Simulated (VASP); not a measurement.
# Ru (P6_3/mmc) in VASP: settings compared

Aim: see how the results for Ru move with the level of theory and the settings. Levels: r2SCAN+rVV10, PBE-based screened hybrid. Tasks: single point.

All numbers are computed with VASP 6.6.1; they aren't measurements. Logs are shortened: lines on timing, memory, paths and dates and some standing lists are left out, and cuts for length are marked.

## 1. The cell of the first run

The structure is hexagonal, space group P6_3/mmc (No. 194). The conventional cell has a = 2.759 Å, b = 2.759 Å, c = 4.366 Å, α = 90.00°, β = 90.00°, γ = 120.00°. Ru (site symmetry -6m2) has 12 Ru at 2.70 to 2.76 Å within 3.6 Å.

## 2. Single point, r2SCAN+rVV10

File POSCAR:

```
Ru
1.0
    2.7588683749      0.0000000000      0.0000000000
   -1.3794341875      2.3892500984      0.0000000000
    0.0000000000      0.0000000000      4.3658801443
Ru
2
Direct
    0.6666666667      0.3333333333      0.7500000000
    0.3333333333      0.6666666667      0.2500000000
```

File INCAR.step1:

```
SYSTEM = Ru
  PREC = Accurate
  ENCUT = 520
  ISMEAR = -1
  SIGMA = 0.05
  LREAL = .False.
  LASPH = .True.
  NELM = 100
  NBANDS = 21
  GGA = PE
  ALGO = Normal
  EDIFF = 1E-4
  LWAVE = .True.
  LCHARG = .False.
```

File INCAR.step2:

```
SYSTEM = Ru
  PREC = Accurate
  ENCUT = 520
  EDIFF = 1E-6
  ISMEAR = -1
  SIGMA = 0.05
  LREAL = .False.
  LASPH = .True.
  NELM = 100
  ALGO = Normal
  ISIF = 2
  LWAVE = .False.
  LCHARG = .False.
  METAGGA = R2SCAN
  LMIXTAU = .True.
  LUSE_VDW = .True.
  IVDW_NL = 2
  BPARAM = 11.95
  CPARAM = 0.0093
  NBANDS = 21
  ISTART = 1
```

File KPOINTS:

```
Automatic mesh
0
Gamma
  11 11 6
  0 0 0
```

Potentials or basis: VASP PAW PBE potentials, release 64 (Ru_pv).

Started as:

```
$ cat potpaw_PBE.64/Ru_pv/POTCAR > POTCAR
$ cp INCAR.step1 INCAR
$ mpirun -np 1 vasp_std > vasp.out
$ cp INCAR.step2 INCAR
$ mpirun -np 1 vasp_std > vasp.out
```

OUTCAR:

```text
SYSTEM = Ru
   PREC = Accurate
   ENCUT = 520
   EDIFF = 1E-6
   ISMEAR = -1
   LREAL = .False.
   LASPH = .True.
   NELM = 100
   ISIF = 2
   METAGGA = R2SCAN
   IVDW_NL = 2
   BPARAM = 11.95
   ISTART = 1

 ion  position               nearest neighbor table
   1  0.667  0.333  0.750-   2 2.70   2 2.70   2 2.70   2 2.70   2 2.70   2 2.70
   2  0.333  0.667  0.250-   1 2.70   1 2.70   1 2.70   1 2.70   1 2.70   1 2.70

  LATTYP: Found a hexagonal cell.
 ALAT       =     2.7588683749
 C/A-ratio  =     1.5824894671

  Lattice vectors:

 A1 = (   2.7588683749,   0.0000000000,   0.0000000000)
 A2 = (  -1.3794341875,   2.3892500984,   0.0000000000)
 A3 = (   0.0000000000,   0.0000000000,   4.3658801443)

Analysis of symmetry for initial positions (statically):
=====================================================================
 Subroutine PRICEL returns:
 Original cell was already a primitive cell.

 Routine SETGRP: Setting up the symmetry group for a
 hexagonal supercell.

 Subroutine GETGRP returns: Found 24 space group operations
 (whereof 12 operations were pure point group operations)
 out of a pool of 24 trial point group operations.

The static configuration has the point symmetry D_3d.
 The point group associated with its full space group is D_6h.

Analysis of symmetry for dynamics (positions and initial velocities):
=====================================================================
 Subroutine PRICEL returns:
 Original cell was already a primitive cell.

 Routine SETGRP: Setting up the symmetry group for a
 hexagonal supercell.

 Subroutine GETGRP returns: Found 24 space group operations
 (whereof 12 operations were pure point group operations)
 out of a pool of 24 trial point group operations.

The dynamic configuration has the point symmetry D_3d.
 The point group associated with its full space group is D_6h.

 Subroutine INISYM returns: Found 24 space group operations
 (whereof 12 operations are pure point group operations),
 and found     1 'primitive' translations

----------------------------------------------------------------------------------------

                                     Primitive cell

  volume of cell :      28.7783

  direct lattice vectors                    reciprocal lattice vectors
[... 76 lines left out ...]
   NGXF,Y,Z  is equivalent  to a cutoff of  28.92, 28.92, 24.37 a.u.
 SYSTEM =  Ru
   PREC   = accura    normal or accurate (medium, high low for compatibility)
   ISTART =      1    job   : 0-new  1-cont  2-samecut
   ICHARG =      0    charge: 1-file 2-atom 10-const
   ISPIN  =      1    spin polarized calculation?
   LNONCOLLINEAR =      F non collinear calculations
   LSORBIT =      F    spin-orbit coupling
   LASPH  =      T    aspherical Exc in radial PAW
   ENCUT  =  520.0 eV  38.22 Ry    6.18 a.u.   5.13  5.13  8.12*2*pi/ulx,y,z
   NELM   =    100;   NELMIN=  2; NELMDL=  0     # of ELM steps
   EDIFF  = 0.1E-05   stopping-criterion for ELM
   LREAL  =      F    real-space projection
   EDIFFG = 0.1E-04   stopping-criterion for IOM
   NSW    =      0    number of steps for IOM
   IBRION =     -1    ionic relax: 0-MD 1-quasi-New 2-CG
   NFREE  =      0    steps in history (QN), initial steepest desc. (CG)
   ISIF   =      2    stress and relaxation
   ISYM   =      2    0-nonsym 1-usesym 2-fastsym
   POTIM  = 0.5000    time-step for ionic-motion
   TEBEG  =    0.0;   TEEND  =   0.0 temperature during run
   PSTRESS=    0.0 pullay stress
   NELECT =      28.0000    total number of electrons
   NUPDOWN=      -1.0000    fix difference up-down
   EMIN   =  10.00;   EMAX   =-10.00  energy-range for DOS
   EFERMI =   0.00;   METHOD = LEGACY
   ISMEAR =    -1;   SIGMA  =   0.05  broadening in eV -4-tet -1-fermi 0-gaus
   EFERMI_NEDOS =   21; number of points for ismear=-14 and -15
   IALGO  =     38    algorithm
   IMIX   =      4    mixing-type and parameters
     AMIX     =   0.40;   BMIX     =  1.00
     AMIX_MAG =   1.60;   BMIX_MAG =  1.00
  volume/ion in A,a.u.               =      14.39        97.10
  Fermi-wavevector in a.u.,A,eV,Ry     =   1.622206  3.065525 35.804449  2.631553
  Thomas-Fermi vector in A             =   2.715857
   LORBIT       =      0    0 simple, 1 ext, 2 COOP (PROOUT), +10 PAW based schemes
   METAGGA = R2SCAN    functional components
   LHFCALC =     F    Hartree Fock is set to
   AEXX    =    0.0000 exact exchange contribution
   IVDW_NL    =     2    kernel type
   BPARAM     =11.9500
   IVDW    =     0    specifies the selected vdW correction
   LEPSILON=     F    determine dielectric tensor
   LRPA    =     F    only Hartree local field effects (RPA)
 non-spin polarized calculation
  energy-cutoff  :      520.00
  volume of cell :       28.78
 maximum number of plane-waves:       796
 NGX is ok and might be reduce to    24
   NGX = 11   NGY = 11   NGZ = 17

 number of electron      28.0000012 magnetization

 Free energy of the ion-electron system (eV)
  ---------------------------------------------------
  ext. energy  EPLUGINS =         0.00000000
  ---------------------------------------------------
  free energy    TOTEN  =       -50.25846600 eV

  energy without entropy =      -50.24104033  energy(sigma->0) =      -50.24975316

 E-fermi :  11.6146     XC(G=0): -15.0253

 val. band max:       11.6029461609   @ k =   0.3636   0.0000   0.3333
 cond. band min:      11.6324225107   @ k =   0.3636   0.0909   0.3333
 fundamental gap:      0.0294763498
 Fermi energy:        11.6146136333

 k-point     1 :       0.0000    0.0000    0.0000
  band No.  band energies     occupation
      1     -33.1813      2.00000
      2     -32.3489      2.00000
      3     -32.3489      2.00000
      4     -32.1960      2.00000
      5     -32.1960      2.00000
      6     -32.1618      2.00000
[... 565 lines left out ...]
     20      20.0519      0.00000
     21      23.3217      0.00000

 [... further k-points ...]
[... 5 lines left out ...]
  --------------------------------------------------------------------------------------
  -------------------------------------------------------------------------------------
  Total       -3.3996751     -3.3996751     -3.7317788      0.0000000      0.0000000      0.0000000
  in kB     -189.2707914   -189.2707914   -207.7600639      0.0000000      0.0000000      0.0000000
  external PRESSURE =    -195.4338823 kB  Pullay stress =       0.0000000 kB

 VOLUME and BASIS-vectors are now :
 -----------------------------------------------------------------------------
  energy-cutoff  :      520.00
  volume of cell :       28.78
      direct lattice vectors                 reciprocal lattice vectors
     2.758868375  0.000000000  0.000000000     0.362467456  0.209270683  0.000000000
    -1.379434188  2.389250098  0.000000000     0.000000000  0.418541366  0.000000000
     0.000000000  0.000000000  4.365880144     0.000000000  0.000000000  0.229048890

 POSITION                                       TOTAL-FORCE (eV/Angst)
 -----------------------------------------------------------------------------------
      1.37943      0.79642      3.27441         0.000000      0.000000      0.000000
     -0.00000      1.59283      1.09147        -0.000000     -0.000000      0.000000
 -----------------------------------------------------------------------------------
    total drift:                               -0.000000      0.000000     -0.000000

  FREE ENERGIE OF THE ION-ELECTRON SYSTEM (eV)
  ---------------------------------------------------
  free  energy   TOTEN  =       -50.2584659971 eV

  energy  without entropy=      -50.2410403301  energy(sigma->0) =      -50.24975316
```

Wall time 1.9 min (1 thread of Intel Xeon 6975P-C, shared host); peak memory 0.26 GiB.

What came out:

| Quantity | Value |
| --- | --- |
| Free energy | -50.2585 eV |
| Pressure | -19.5 GPa |
| Band gap on the k mesh | zero (band 14 reaches 13.09 eV, above the bottom of band 15 at 10.17 eV) |

Caveat: the PAW data sets were made with another functional, which shifts forces and pressure a little.

## 3. Single point, PBE-based screened hybrid

This run uses another cell than the first one, of 13.30 Å³/atom, 0.925 times its volume.

File POSCAR:

```
Ru
1.0
    2.6876397213      0.0000000000      0.0000000000
   -1.3438198606      2.3275642749      0.0000000000
    0.0000000000      0.0000000000      4.2531615502
Ru
2
Direct
    0.6666666667      0.3333333333      0.7500000000
    0.3333333333      0.6666666667      0.2500000000
```

File INCAR.step1:

```
  ALGO = Normal
  EDIFF = 1E-5
  ENCUT = 520
  GGA = PE
  ISIF = 2
  ISMEAR = -1
  LASPH = T
  LCHARG = F
  LREAL = F
  LWAVE = T
  NBANDS = 21
  NELM = 100
  PREC = Accurate
  SIGMA = 0.05
```

File INCAR.step2:

```
  AEXX = 0.25
  ALGO = Normal
  EDIFF = 1E-7
  ENCUT = 520
  GGA = PE
  HFSCREEN = 0.3
  ISIF = 2
  ISMEAR = -1
  ISTART = 1
  LASPH = T
  LCHARG = F
  LHFCALC = T
  LREAL = F
  LWAVE = F
  NBANDS = 21
  NELM = 100
  PREC = Accurate
  PRECFOCK = Normal
  SIGMA = 0.05
```

File KPOINTS:

```
k-points
0
Gamma
  6 6 3
```

Potentials or basis: VASP PAW PBE potentials, release 64 (Ru_pv).

Started as:

```
$ cat potpaw_PBE.64/Ru_pv/POTCAR > POTCAR
$ cp INCAR.step1 INCAR
$ mpirun -np 1 vasp_std > vasp.out
$ cp INCAR.step2 INCAR
$ mpirun -np 1 vasp_std > vasp.out
```

Run time: 11 min. Hardware: 1 thread of Intel Xeon 6975P-C (Granite Rapids), shared host; peak memory 0.24 GiB.

It converged, with:

- Free energy: -20.9494 eV
- Pressure: -0.2 GPa
- Band gap on the k mesh: zero (band 14 reaches 14.83 eV, above the bottom of band 15 at 11.13 eV)

Stress tensor (GPa, compression positive):
```
 2.05  0.00  0.00
 0.00  2.05  0.00
 0.00  0.00 -4.83
```

Levels at points of the mesh, in eV from the Fermi level:
| k point | band 12 | band 13 | band 14 | band 15 | band 16 | band 17 |
| --- | --- | --- | --- | --- | --- | --- |
| (0.00, 0.00, 0.00) | -2.30 | -2.30 | -1.75 | -1.75 | 1.41 | 1.41 |
| (0.50, 0.00, 0.00) | -1.96 | -1.71 | 1.75 | 2.21 | 2.23 | 4.73 |

Caveat: the k points lie up to 0.49 Å⁻¹ apart; the PAW data sets were made with another functional, which shifts forces and pressure a little.
